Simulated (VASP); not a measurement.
# Ca2YGaC6N6 (Fm-3m) in VASP: single point with PBE

Aim: the single point of Ca2YGaC6N6 with PBE.

Everything below comes from runs of VASP 6.6.1. Logs are shortened: lines on timing, memory, paths and dates and some standing lists are left out, and cuts for length are marked.

## Step 1: The cell of the first run

Symmetry: Fm-3m, No. 225, cubic system. The conventional cell has a = 10.552 Å, b = 10.552 Å, c = 10.552 Å, α = 90.00°, β = 90.00°, γ = 90.00°. Ca (site symmetry -43m) has 12 N at 3.76 Å and 12 C at 3.80 Å and 4 Y at 4.57 Å and 4 Ga at 4.57 Å within 4.9 Å. Y (site symmetry m-3m) has 6 N at 2.21 Å within 2.9 Å. Ga (site symmetry m-3m) has 6 C at 1.90 Å within 2.5 Å. C (site symmetry 4mm) has 1 N at 1.17 Å within 1.6 Å. N (site symmetry 4mm) has 1 C at 1.17 Å within 1.6 Å.

## Step 2: Single point, PBE, collinear spin, ferromagnetic start

The input, INCAR:

```
PREC     = Accurate       # precision mode
ENCUT    = 520            # plane-wave cutoff, eV
EDIFF    = 1E-6           # SCF threshold, eV
ISMEAR   = 0              # smearing method
SIGMA    = 0.1            # smearing width, eV
LREAL    = Auto         
LASPH    = T              # aspherical terms in the spheres
NELM     = 150            # most SCF steps
ALGO     = Normal         # electronic algorithm
ISIF     = 2              # what is computed and relaxed
LWAVE    = F              # write WAVECAR
LCHARG   = F              # write CHGCAR
ISPIN    = 2              # spin polarisation
MAGMOM   = 0 0 0 0 1 1 1 1 1 1 1 1 1 1 1 1 # initial moments
LORBIT   = 11             # projections on sites
LMAXMIX  = 4              # l up to which the mixer works
GGA      = PE             # functional
NBANDS   = 67             # bands
```

The input, KPOINTS:

```
Automatic mesh
0
Gamma
  4 4 4
```

The input, POSCAR:

```
Ca2YGaC6N6
1.0
    0.0000000000      5.2760000000      5.2760000000
    5.2760000000      0.0000000000      5.2760000000
    5.2760000000      5.2760000000      0.0000000000
Ca Y Ga C N
2 1 1 6 6
Direct
    0.2500000000      0.2500000000      0.2500000000
    0.7500000000      0.7500000000      0.7500000000
    0.5000000000      0.5000000000      0.5000000000
    0.0000000000      0.0000000000      0.0000000000
    0.8203184200      0.1796815800      0.1796815800
    0.1796815800      0.8203184200      0.1796815800
    0.1796815800      0.1796815800      0.8203184200
    0.1796815800      0.8203184200      0.8203184200
    0.8203184200      0.1796815800      0.8203184200
    0.8203184200      0.8203184200      0.1796815800
    0.7094389700      0.2905610300      0.2905610300
    0.2905610300      0.7094389700      0.2905610300
    0.2905610300      0.2905610300      0.7094389700
    0.2905610300      0.7094389700      0.7094389700
    0.7094389700      0.2905610300      0.7094389700
    0.7094389700      0.7094389700      0.2905610300
```

Potentials or basis: VASP PAW PBE potentials, release 64 (Ca_sv, Y_sv, Ga_d, C, N).

The run is started by

```
$ cat potpaw_PBE.64/Ca_sv/POTCAR potpaw_PBE.64/Y_sv/POTCAR potpaw_PBE.64/Ga_d/POTCAR potpaw_PBE.64/C/POTCAR potpaw_PBE.64/N/POTCAR > POTCAR
$ mpirun -np 1 vasp_std > vasp.out
```

OUTCAR:

```text
PREC = Accurate
   ENCUT = 520
   EDIFF = 1E-6
   ISMEAR = 0
   LREAL = Auto
   LASPH = T
   NELM = 150
   ISIF = 2
   ISPIN = 2
   LORBIT = 11
   GGA = PE

 ion  position               nearest neighbor table
   1  0.250  0.250  0.250-
   2  0.750  0.750  0.750-
   3  0.500  0.500  0.500-  11 2.21  12 2.21  13 2.21  14 2.21  15 2.21  16 2.21
   4  0.000  0.000  0.000-   5 1.90   6 1.90   7 1.90   8 1.90   9 1.90  10 1.90
   5  0.820  0.180  0.180-  11 1.17   4 1.90
   6  0.180  0.820  0.180-  12 1.17   4 1.90
   7  0.180  0.180  0.820-  13 1.17   4 1.90
   8  0.180  0.820  0.820-  14 1.17   4 1.90
   9  0.820  0.180  0.820-  15 1.17   4 1.90
  10  0.820  0.820  0.180-  16 1.17   4 1.90
  11  0.709  0.291  0.291-   5 1.17   3 2.21
  12  0.291  0.709  0.291-   6 1.17   3 2.21
  13  0.291  0.291  0.709-   7 1.17   3 2.21
  14  0.291  0.709  0.709-   8 1.17   3 2.21
  15  0.709  0.291  0.709-   9 1.17   3 2.21
  16  0.709  0.709  0.291-  10 1.17   3 2.21

  LATTYP: Found a face centered cubic cell.
 ALAT       =    10.5520000000

  Lattice vectors:

 A1 = (   0.0000000000,   5.2760000000,   5.2760000000)
 A2 = (   5.2760000000,   0.0000000000,   5.2760000000)
 A3 = (   5.2760000000,   5.2760000000,   0.0000000000)

Analysis of symmetry for initial positions (statically):
=====================================================================
 Subroutine PRICEL returns:
 Original cell was already a primitive cell.

 Routine SETGRP: Setting up the symmetry group for a
 face centered cubic supercell.

 Subroutine GETGRP returns: Found 48 space group operations
 (whereof 48 operations were pure point group operations)
 out of a pool of 48 trial point group operations.

The static configuration has the point symmetry O_h .

Analysis of symmetry for dynamics (positions and initial velocities):
=====================================================================
 Subroutine PRICEL returns:
 Original cell was already a primitive cell.

 Routine SETGRP: Setting up the symmetry group for a
 face centered cubic supercell.

 Subroutine GETGRP returns: Found 48 space group operations
 (whereof 48 operations were pure point group operations)
 out of a pool of 48 trial point group operations.

The dynamic configuration has the point symmetry O_h .

Analysis of structural, dynamic, and magnetic symmetry:
=====================================================================
 Subroutine PRICEL returns:
 Original cell was already a primitive cell.

 Routine SETGRP: Setting up the symmetry group for a
 face centered cubic supercell.

 Subroutine GETGRP returns: Found 48 space group operations
 (whereof 48 operations were pure point group operations)
 out of a pool of 48 trial point group operations.

The overall configuration has the point symmetry O_h .

 Subroutine INISYM returns: Found 48 space group operations
 (whereof 48 operations are pure point group operations),
 and found     1 'primitive' translations

----------------------------------------------------------------------------------------

                                     Primitive cell

  volume of cell :     293.7273

  direct lattice vectors                    reciprocal lattice vectors
     0.000000000  5.276000000  5.276000000    -0.094768764  0.094768764  0.094768764
     5.276000000  0.000000000  5.276000000     0.094768764 -0.094768764  0.094768764
     5.276000000  5.276000000  0.000000000     0.094768764  0.094768764 -0.094768764

  length of vectors
     7.461390755  7.461390755  7.461390755     0.164144315  0.164144315  0.164144315

  position of ions in fractional coordinates (direct lattice)
     0.250000000  0.250000000  0.250000000
     0.750000000  0.750000000  0.750000000
     0.500000000  0.500000000  0.500000000
     0.000000000  0.000000000  0.000000000
[... 65 lines left out ...]
 -0.250000  0.250000  0.000000     12.000000
  0.500000  0.500000  0.000000      3.000000
 -0.250000  0.500000  0.250000      6.000000
   k-points           NKPTS =      8   k-points in BZ     NKDIM =      8   number of bands    NBANDS=     67
   number of dos      NEDOS =    301   number of ions     NIONS =     16
   total plane-waves  NPLWV = 175616
   dimension x,y,z NGX =    56 NGY =   56 NGZ =   56
   dimension x,y,z NGXF=   112 NGYF=  112 NGZF=  112
   ions per type =               2   1   1   6   6
   NGX,Y,Z   is equivalent  to a cutoff of  12.48, 12.48, 12.48 a.u.
   NGXF,Y,Z  is equivalent  to a cutoff of  24.95, 24.95, 24.95 a.u.
 SYSTEM =  unknown system
   PREC   = accura    normal or accurate (medium, high low for compatibility)
   ISTART =      0    job   : 0-new  1-cont  2-samecut
   ICHARG =      2    charge: 1-file 2-atom 10-const
   ISPIN  =      2    spin polarized calculation?
   LNONCOLLINEAR =      F non collinear calculations
   LSORBIT =      F    spin-orbit coupling
   LASPH  =      T    aspherical Exc in radial PAW
   ENCUT  =  520.0 eV  38.22 Ry    6.18 a.u.  13.87 13.87 13.87*2*pi/ulx,y,z
   NELM   =    150;   NELMIN=  2; NELMDL= -5     # of ELM steps
   EDIFF  = 0.1E-05   stopping-criterion for ELM
   LREAL  =      T    real-space projection
   EDIFFG = 0.1E-04   stopping-criterion for IOM
   NSW    =      0    number of steps for IOM
[... 5 lines left out ...]
   TEBEG  =    0.0;   TEEND  =   0.0 temperature during run
   PSTRESS=    0.0 pullay stress
   NELECT =      98.0000    total number of electrons
   NUPDOWN=      -1.0000    fix difference up-down
   EMIN   =  10.00;   EMAX   =-10.00  energy-range for DOS
   EFERMI =   0.00;   METHOD = LEGACY
   ISMEAR =     0;   SIGMA  =   0.10  broadening in eV -4-tet -1-fermi 0-gaus
   EFERMI_NEDOS =   21; number of points for ismear=-14 and -15
   IALGO  =     38    algorithm
   IMIX   =      4    mixing-type and parameters
     AMIX     =   0.40;   BMIX     =  1.00
     AMIX_MAG =   1.60;   BMIX_MAG =  1.00
  volume/ion in A,a.u.               =      18.36       123.89
  Fermi-wavevector in a.u.,A,eV,Ry     =   1.135452  2.145693 17.541325  1.289251
  Thomas-Fermi vector in A             =   2.272157
   LORBIT       =     11    0 simple, 1 ext, 2 COOP (PROOUT), +10 PAW based schemes
   GGA     = PE    functional components
   LHFCALC =     F    Hartree Fock is set to
   AEXX    =    0.0000 exact exchange contribution
   IVDW    =     0    specifies the selected vdW correction
   LEPSILON=     F    determine dielectric tensor
   LRPA    =     F    only Hartree local field effects (RPA)
 spin polarized calculation
 Gauss-broadening in eV      SIGMA  =   0.10
  energy-cutoff  :      520.00
  volume of cell :      293.73
 maximum number of plane-waves:      7954
   NGX = 27   NGY = 27   NGZ = 27

 number of electron      97.9999994 magnetization      -0.0036586

 number of electron      97.9999994 magnetization       0.0005057

 Free energy of the ion-electron system (eV)
  ---------------------------------------------------
  ext. energy  EPLUGINS =         0.00000000
  ---------------------------------------------------
  free energy    TOTEN  =      -111.17571124 eV

  energy without entropy =     -111.14972847  energy(sigma->0) =     -111.16271986

 E-fermi :   3.2925     XC(G=0):  -8.3297

 val. band max:        3.2092186747   @ k =   0.5000   0.0000   0.0000
 cond. band min:       3.3038426137   @ k =   0.2500   0.2500   0.0000
 fundamental gap:      0.0946239389
 Fermi energy:         3.2924769178

 spin component 1

 k-point     1 :       0.0000    0.0000    0.0000
  band No.  band energies     occupation
      1     -41.1994      1.00000
      2     -41.1994      1.00000
      3     -38.7237      1.00000
      4     -22.1328      1.00000
      5     -22.1328      1.00000
      6     -22.1328      1.00000
[... 501 lines left out ...]
     60       4.3895      0.00000
     61       4.3895      0.00000
 Fermi energy:         3.2924769178

 spin component 2

 k-point     1 :       0.0000    0.0000    0.0000
  band No.  band energies     occupation
      1     -41.1994      1.00000
      2     -41.1993      1.00000
      3     -38.7237      1.00000
      4     -22.1328      1.00000
      5     -22.1328      1.00000
      6     -22.1328      1.00000
[... 501 lines left out ...]
     60       4.3895      0.00000
     61       4.3895      0.00000
 [bands above 61 left out]

------------------------ aborting loop because EDIFF is reached ----------------------------------------

  FORCE on cell =-STRESS in cart. coord.  units (eV):
  Direction    XX          YY          ZZ          XY          YZ          ZX
  --------------------------------------------------------------------------------------
  -------------------------------------------------------------------------------------
  Total       26.7174321     26.7174321     26.7174321      0.0000000      0.0000000     -0.0000000
  in kB      145.7340187    145.7340187    145.7340187      0.0000000      0.0000000     -0.0000000
  external PRESSURE =     145.7340187 kB  Pullay stress =       0.0000000 kB

 VOLUME and BASIS-vectors are now :
 -----------------------------------------------------------------------------
  energy-cutoff  :      520.00
  volume of cell :      293.73
      direct lattice vectors                 reciprocal lattice vectors
     0.000000000  5.276000000  5.276000000    -0.094768764  0.094768764  0.094768764
     5.276000000  0.000000000  5.276000000     0.094768764 -0.094768764  0.094768764
     5.276000000  5.276000000  0.000000000     0.094768764  0.094768764 -0.094768764

 POSITION                                       TOTAL-FORCE (eV/Angst)
 -----------------------------------------------------------------------------------
      2.63800      2.63800      2.63800        -0.000000     -0.000000     -0.000000
      7.91400      7.91400      7.91400         0.000000      0.000000      0.000000
      5.27600      5.27600      5.27600        -0.000000     -0.000000     -0.000000
      0.00000      0.00000      0.00000         0.000000      0.000000     -0.000000
      1.89600      5.27600      5.27600         1.116672      0.000000      0.000000
      5.27600      1.89600      5.27600         0.000000      1.116672      0.000000
[... 8 lines left out ...]
      5.27600      7.48600      5.27600         0.000000     -1.026189      0.000000
      5.27600      5.27600      7.48600         0.000000      0.000000     -1.026189
 -----------------------------------------------------------------------------------
    total drift:                                0.000000      0.000000      0.000000

  FREE ENERGIE OF THE ION-ELECTRON SYSTEM (eV)
  ---------------------------------------------------
  free  energy   TOTEN  =      -111.1757112441 eV

  energy  without entropy=     -111.1497284683  energy(sigma->0) =     -111.16271986

 total charge

# of ion       s       p       d       f       tot
--------------------------------------------------
    1        2.086   5.800   0.104   0.000   7.990
    2        2.086   5.800   0.104   0.000   7.990
    3        2.212   6.717   1.263   0.175  10.368
    4        0.782   1.245  10.519   0.000  12.546
    5        0.988   1.658   0.000   0.000   2.646
    6        0.988   1.658   0.000   0.000   2.646
[... 8 lines left out ...]
   15        1.324   2.604   0.000   0.000   3.928
   16        1.324   2.604   0.000   0.000   3.928
--------------------------------------------------
tot         21.039  45.137  11.990   0.175  78.341

 magnetization (x)

# of ion       s       p       d       f       tot
--------------------------------------------------
    1        0.000  -0.000   0.000   0.000   0.000
    2        0.000  -0.000   0.000   0.000   0.000
    3        0.000   0.000   0.000  -0.000   0.000
    4       -0.000  -0.000   0.000   0.000  -0.000
    5        0.000   0.000   0.000   0.000   0.000
    6        0.000   0.000   0.000   0.000   0.000
[... 8 lines left out ...]
   15       -0.000  -0.000   0.000   0.000  -0.000
   16       -0.000  -0.000   0.000   0.000  -0.000
--------------------------------------------------
tot          0.000   0.000   0.000  -0.000   0.000
```

Run time: 12 min. Hardware: 1 thread of Intel Xeon Platinum 8259CL at 2.50GHz (Skylake/Cascade Lake), shared host; peak memory 0.68 GiB.

Results:

| Item | Value |
| --- | --- |
| Free energy | -111.1757 eV |
| Pressure | 14.6 GPa |
| Largest force | 1.117 eV/Å |
| Band gap on the k mesh | zero (filled and empty bands overlap) |
| Net moment | 0.00 μB per cell |
| Valence electrons inside the program's atomic spheres | Ca 7.99; Y 10.37; Ga 12.55; C 2.65; N 3.93 |

Forces in eV/Å, atoms in the order of the input:
```
Ca   0.000  0.000  0.000
Ca   0.000  0.000  0.000
Y    0.000  0.000  0.000
Ga   0.000  0.000  0.000
C    1.117  0.000  0.000
C    0.000  1.117  0.000
C    0.000  0.000  1.117
C   -1.117  0.000  0.000
C    0.000 -1.117  0.000
C    0.000  0.000 -1.117
N    1.026  0.000  0.000
N    0.000  1.026  0.000
N    0.000  0.000  1.026
N   -1.026  0.000  0.000
N    0.000 -1.026  0.000
N    0.000  0.000 -1.026
```

Caveat: the cell stands under pressure; forces of over 1 eV/Å act on the atoms, so gaps and moduli don't describe the material at rest.

The gap in the log of VASP goes by the Fermi energy; the results here count the filled bands.